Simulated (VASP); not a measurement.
Input of a VASP 6.6.1 run:

Contents of INCAR:

```
  PREC = Accurate
  ENCUT = 600
  EDIFF = 1E-7
  ISMEAR = 0
  SIGMA = 0.1
  LREAL = False
  LASPH = True
  NELM = 150
  ALGO = Fast
  ISIF = 4
  LWAVE = False
  LCHARG = False
  ISPIN = 2
  MAGMOM = 1.8 1.8
  LORBIT = 11
  LMAXMIX = 4
  GGA = PS
  IBRION = 2
  NSW = 50
  EDIFFG = -0.01
```

The input KPOINTS:

```
Automatic mesh
0
Gamma
  18 18 10
```

File POSCAR:

```
Co
1.0
    2.5043540512      0.0000000000      0.0000000000
   -1.2521770256      2.1688342284      0.0000000000
    0.0000000000      0.0000000000      4.0481063473
Co
2
Direct
    0.6666666667      0.3333333333      0.2500000000
    0.3333333333      0.6666666667      0.7500000000
```

Potentials or basis: VASP PAW PBE potentials, release 64 (Co).

The run is started by

```console
$ cat potpaw_PBE.64/Co/POTCAR > POTCAR
$ mpirun -np 1 vasp_std > vasp.out
```

Question: Predict the net moment.

Answer: 3.20 μB per cell.

Question: What does it give for the site moments?

Answer: Co +1.62 μB.

Final structure:
```cif
data_structure
_symmetry_space_group_name_H-M 'P 1'
_symmetry_Int_Tables_number 1
_cell_length_a 2.5044
_cell_length_b 2.5044
_cell_length_c 4.0481
_cell_angle_alpha 90.000
_cell_angle_beta 90.000
_cell_angle_gamma 120.000
_cell_volume 21.99
loop_
_atom_site_label
_atom_site_type_symbol
_atom_site_fract_x
_atom_site_fract_y
_atom_site_fract_z
_atom_site_occupancy
Co1 Co 0.66667 0.33333 0.25000 1
Co2 Co 0.33333 0.66667 0.75000 1
```

Caveat: the relaxation stopped at its first step, so nothing moved.
